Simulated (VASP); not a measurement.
# Co (Fd-3m) in VASP: single point with PBE

Aim: the single point of Co with PBE.

All numbers are computed with VASP 6.6.1; they aren't measurements. Logs are shortened: lines on timing, memory, paths and dates and some standing lists are left out, and cuts for length are marked.

## 1. The cell of the first run

Symmetry: Fd-3m, No. 227, cubic system. Conventional cell: a = 6.681 Å, b = 6.681 Å, c = 6.681 Å, α = 90.00°, β = 90.00°, γ = 90.00°. Co (site symmetry -43m) has 16 Co at 2.77 to 2.89 Å within 3.7 Å. Co (site symmetry -3m) has 12 Co at 2.36 to 2.77 Å within 3.1 Å.

This isn't the form of Co at room conditions, which is hcp.

## 2. Single point, PBE, collinear spin, ferromagnetic start (12.42 Å³/atom)

Contents of INCAR:

```
PREC = Accurate
ENCUT = 520
EDIFF = 1E-6
ISMEAR = 0
SIGMA = 0.15
LREAL = False
LASPH = True
NELM = 150
ALGO = Normal
ISIF = 2
LWAVE = False
LCHARG = False
ISPIN = 2
MAGMOM = 2.05 2.05 1.96 1.96 1.96 1.96
LORBIT = 11
LMAXMIX = 4
GGA = PE
NBANDS = 40
```

Contents of KPOINTS:

```
regular mesh
0
Gamma
  12 12 12
```

Contents of POSCAR:

```
Co
1.0
    0.0000000000      3.3402777447      3.3402777447
    3.3402777447      0.0000000000      3.3402777447
    3.3402777447      3.3402777447      0.0000000000
Co
6
Direct
    0.2500000000      0.2500000000      0.2500000000
    0.0000000000      0.0000000000      0.0000000000
    0.6250000000      0.6250000000      0.1250000000
    0.6250000000      0.1250000000      0.6250000000
    0.1250000000      0.6250000000      0.6250000000
    0.6250000000      0.6250000000      0.6250000000
```

Potentials or basis: VASP PAW PBE potentials, release 64 (Co).

Launch:

```bash
$ cat potpaw_PBE.64/Co/POTCAR > POTCAR
$ mpirun -np 1 vasp_std > vasp.out
```

OUTCAR:

```text
PREC = Accurate
   ENCUT = 520
   EDIFF = 1E-6
   ISMEAR = 0
   LREAL = False
   LASPH = True
   NELM = 150
   ISIF = 2
   ISPIN = 2
   LORBIT = 11
   GGA = PE

 ion  position               nearest neighbor table
   1  0.250  0.250  0.250-   4 2.77   5 2.77   4 2.77   5 2.77   3 2.77   6 2.77   3 2.77   6 2.77
                             6 2.77   3 2.77   4 2.77   5 2.77   2 2.89   2 2.89   2 2.89   2 2.89
   2  0.000  0.000  0.000-   3 2.77   6 2.77   3 2.77   6 2.77   4 2.77   5 2.77   4 2.77   5 2.77
                             6 2.77   3 2.77   5 2.77   4 2.77   1 2.89   1 2.89   1 2.89   1 2.89
   3  0.625  0.625  0.125-   6 2.36   4 2.36   5 2.36   6 2.36   4 2.36   5 2.36   2 2.77   1 2.77
                             2 2.77   1 2.77   1 2.77   2 2.77
   4  0.625  0.125  0.625-   6 2.36   3 2.36   3 2.36   5 2.36   6 2.36   5 2.36   2 2.77   1 2.77
                             2 2.77   1 2.77   2 2.77   1 2.77
   5  0.125  0.625  0.625-   6 2.36   3 2.36   4 2.36   3 2.36   4 2.36   6 2.36   2 2.77   1 2.77
                             2 2.77   1 2.77   1 2.77   2 2.77
   6  0.625  0.625  0.625-   3 2.36   4 2.36   5 2.36   3 2.36   4 2.36   5 2.36   2 2.77   1 2.77
                             2 2.77   1 2.77   2 2.77   1 2.77

  LATTYP: Found a face centered cubic cell.
 ALAT       =     6.6805554894

  Lattice vectors:

 A1 = (   0.0000000000,   3.3402777447,   3.3402777447)
 A2 = (   3.3402777447,   0.0000000000,   3.3402777447)
 A3 = (   3.3402777447,   3.3402777447,   0.0000000000)

Analysis of symmetry for initial positions (statically):
=====================================================================
 Subroutine PRICEL returns:
 Original cell was already a primitive cell.

 Routine SETGRP: Setting up the symmetry group for a
 face centered cubic supercell.

 Subroutine GETGRP returns: Found 48 space group operations
 (whereof 24 operations were pure point group operations)
 out of a pool of 48 trial point group operations.

The static configuration has the point symmetry T_d .
 The point group associated with its full space group is O_h .

Analysis of symmetry for dynamics (positions and initial velocities):
=====================================================================
 Subroutine PRICEL returns:
 Original cell was already a primitive cell.

 Routine SETGRP: Setting up the symmetry group for a
 face centered cubic supercell.

 Subroutine GETGRP returns: Found 48 space group operations
 (whereof 24 operations were pure point group operations)
 out of a pool of 48 trial point group operations.

The dynamic configuration has the point symmetry T_d .
 The point group associated with its full space group is O_h .

Analysis of structural, dynamic, and magnetic symmetry:
=====================================================================
 Subroutine PRICEL returns:
 Original cell was already a primitive cell.

 Routine SETGRP: Setting up the symmetry group for a
 face centered cubic supercell.

 Subroutine GETGRP returns: Found 48 space group operations
 (whereof 24 operations were pure point group operations)
 out of a pool of 48 trial point group operations.

The overall configuration has the point symmetry T_d .
 The point group associated with its full space group is O_h .

 Subroutine INISYM returns: Found 48 space group operations
 (whereof 24 operations are pure point group operations),
 and found     1 'primitive' translations

----------------------------------------------------------------------------------------

                                     Primitive cell

  volume of cell :      74.5380

  direct lattice vectors                    reciprocal lattice vectors
     0.000000000  3.340277745  3.340277745    -0.149688151  0.149688151  0.149688151
     3.340277745  0.000000000  3.340277745     0.149688151 -0.149688151  0.149688151
     3.340277745  3.340277745  0.000000000     0.149688151  0.149688151 -0.149688151

  length of vectors
     4.723866089  4.723866089  4.723866089     0.259267483  0.259267483  0.259267483

  position of ions in fractional coordinates (direct lattice)
     0.250000000  0.250000000  0.250000000
     0.000000000  0.000000000  0.000000000
     0.625000000  0.625000000  0.125000000
     0.625000000  0.125000000  0.625000000
     0.125000000  0.625000000  0.625000000
     0.625000000  0.625000000  0.625000000

  ion indices of the primitive-cell ions
[... 63 lines left out ...]
   total plane-waves  NPLWV =  46656
   dimension x,y,z NGX =    36 NGY =   36 NGZ =   36
   dimension x,y,z NGXF=    72 NGYF=   72 NGZF=   72
   ions per type =               6
   NGX,Y,Z   is equivalent  to a cutoff of  12.67, 12.67, 12.67 a.u.
   NGXF,Y,Z  is equivalent  to a cutoff of  25.34, 25.34, 25.34 a.u.
 SYSTEM =  unknown system
   PREC   = accura    normal or accurate (medium, high low for compatibility)
   ISTART =      0    job   : 0-new  1-cont  2-samecut
   ICHARG =      2    charge: 1-file 2-atom 10-const
   ISPIN  =      2    spin polarized calculation?
   LNONCOLLINEAR =      F non collinear calculations
   LSORBIT =      F    spin-orbit coupling
   LASPH  =      T    aspherical Exc in radial PAW
   ENCUT  =  520.0 eV  38.22 Ry    6.18 a.u.   8.78  8.78  8.78*2*pi/ulx,y,z
   NELM   =    150;   NELMIN=  2; NELMDL= -5     # of ELM steps
   EDIFF  = 0.1E-05   stopping-criterion for ELM
   LREAL  =      F    real-space projection
   EDIFFG = 0.1E-04   stopping-criterion for IOM
   NSW    =      0    number of steps for IOM
   IBRION =     -1    ionic relax: 0-MD 1-quasi-New 2-CG
   NFREE  =      0    steps in history (QN), initial steepest desc. (CG)
   ISIF   =      2    stress and relaxation
   ISYM   =      2    0-nonsym 1-usesym 2-fastsym
   POTIM  = 0.5000    time-step for ionic-motion
   TEBEG  =    0.0;   TEEND  =   0.0 temperature during run
   PSTRESS=    0.0 pullay stress
   NELECT =      54.0000    total number of electrons
   NUPDOWN=      -1.0000    fix difference up-down
   EMIN   =  10.00;   EMAX   =-10.00  energy-range for DOS
   EFERMI =   0.00;   METHOD = LEGACY
   ISMEAR =     0;   SIGMA  =   0.15  broadening in eV -4-tet -1-fermi 0-gaus
   EFERMI_NEDOS =   21; number of points for ismear=-14 and -15
   IALGO  =     38    algorithm
   IMIX   =      4    mixing-type and parameters
     AMIX     =   0.40;   BMIX     =  1.00
     AMIX_MAG =   1.60;   BMIX_MAG =  1.00
  volume/ion in A,a.u.               =      12.42        83.83
  Fermi-wavevector in a.u.,A,eV,Ry     =   1.470326  2.778512 29.413853  2.161857
  Thomas-Fermi vector in A             =   2.585596
   LORBIT       =     11    0 simple, 1 ext, 2 COOP (PROOUT), +10 PAW based schemes
   GGA     = PE    functional components
   LHFCALC =     F    Hartree Fock is set to
   AEXX    =    0.0000 exact exchange contribution
   IVDW    =     0    specifies the selected vdW correction
   LEPSILON=     F    determine dielectric tensor
   LRPA    =     F    only Hartree local field effects (RPA)
 spin polarized calculation
 Gauss-broadening in eV      SIGMA  =   0.15
  energy-cutoff  :      520.00
  volume of cell :       74.54
 maximum number of plane-waves:      2044
   NGX = 17   NGY = 17   NGZ = 17

 number of electron      53.9999998 magnetization       9.5215052

 number of electron      53.9999998 magnetization      10.6532762

 Free energy of the ion-electron system (eV)
  ---------------------------------------------------
  ext. energy  EPLUGINS =         0.00000000
  ---------------------------------------------------
  free energy    TOTEN  =       -40.82644052 eV

  energy without entropy =      -40.74833466  energy(sigma->0) =      -40.78738759

 E-fermi :   8.7527     XC(G=0): -12.5952

 val. band max:        8.7513963179   @ k =  -0.2500   0.2500   0.0833
 cond. band min:       8.7567110258   @ k =  -0.1667   0.2500   0.0833
 fundamental gap:      0.0053147079
 Fermi energy:         8.7527312450

 spin component 1

 k-point     1 :       0.0000    0.0000    0.0000
  band No.  band energies     occupation
      1       0.2692      1.00000
      2       3.0250      1.00000
      3       4.0426      1.00000
      4       4.0426      1.00000
      5       4.0426      1.00000
      6       4.6160      1.00000
[... 997 lines left out ...]
     38      15.6241      0.00000
     39      16.7022      0.00000

 [... further k-points ...]

 spin component 2

 k-point     1 :       0.0000    0.0000    0.0000
  band No.  band energies     occupation
      1       0.2904      1.00000
      2       4.2396      1.00000
      3       5.2929      1.00000
      4       5.2929      1.00000
      5       5.2929      1.00000
      6       5.9557      1.00000
[... 997 lines left out ...]
     38      16.2680      0.00000
     39      17.2889      0.00000

 [... further k-points ...]

 [bands above 39 left out]

------------------------ aborting loop because EDIFF is reached ----------------------------------------

  FORCE on cell =-STRESS in cart. coord.  units (eV):
  Direction    XX          YY          ZZ          XY          YZ          ZX
  --------------------------------------------------------------------------------------
  -------------------------------------------------------------------------------------
  Total       -5.8786493     -5.8786493     -5.8786493      0.0000000     -0.0000000      0.0000000
  in kB     -126.3602272   -126.3602272   -126.3602272      0.0000000     -0.0000000      0.0000000
  external PRESSURE =    -126.3602272 kB  Pullay stress =       0.0000000 kB

 VOLUME and BASIS-vectors are now :
 -----------------------------------------------------------------------------
  energy-cutoff  :      520.00
  volume of cell :       74.54
      direct lattice vectors                 reciprocal lattice vectors
     0.000000000  3.340277745  3.340277745    -0.149688151  0.149688151  0.149688151
     3.340277745  0.000000000  3.340277745     0.149688151 -0.149688151  0.149688151
     3.340277745  3.340277745  0.000000000     0.149688151  0.149688151 -0.149688151

 POSITION                                       TOTAL-FORCE (eV/Angst)
 -----------------------------------------------------------------------------------
      1.67014      1.67014      1.67014         0.000000      0.000000      0.000000
      0.00000      0.00000      0.00000        -0.000000     -0.000000     -0.000000
      2.50521      2.50521      4.17535         0.000000     -0.000000     -0.000000
      2.50521      4.17535      2.50521         0.000000     -0.000000     -0.000000
      4.17535      2.50521      2.50521         0.000000     -0.000000     -0.000000
      4.17535      4.17535      4.17535         0.000000     -0.000000     -0.000000
 -----------------------------------------------------------------------------------
    total drift:                                0.000000      0.000000      0.000000

  FREE ENERGIE OF THE ION-ELECTRON SYSTEM (eV)
  ---------------------------------------------------
  free  energy   TOTEN  =       -40.8264405219 eV

  energy  without entropy=      -40.7483346596  energy(sigma->0) =      -40.78738759

 total charge

# of ion       s       p       d       tot
------------------------------------------
    1        0.365   0.338   7.148   7.851
    2        0.365   0.338   7.148   7.851
    3        0.498   0.493   7.232   8.223
    4        0.498   0.493   7.232   8.223
    5        0.498   0.493   7.232   8.223
    6        0.498   0.493   7.232   8.223
--------------------------------------------------
tot          2.722   2.647  43.224  48.594

 magnetization (x)

# of ion       s       p       d       tot
------------------------------------------
    1       -0.005  -0.037   1.922   1.879
    2       -0.005  -0.037   1.922   1.879
    3       -0.007  -0.051   1.837   1.779
    4       -0.007  -0.051   1.837   1.779
    5       -0.007  -0.051   1.837   1.779
    6       -0.007  -0.051   1.837   1.779
--------------------------------------------------
tot         -0.038  -0.280  11.193  10.875
```

Run time: 7.6 min. Hardware: 1 thread of AMD EPYC 9R14 (Zen 4), shared host; peak memory 0.4 GiB.

Results:

- Free energy: -40.8264 eV
- Pressure: -12.6 GPa
- Net moment: 10.65 μB per cell
- Site moments: Co +1.88, +1.78 (each value once) μB
- Valence electrons inside the program's atomic spheres: Co 7.85, 8.22 (each value once)

Caveat: the cell stands under tension.
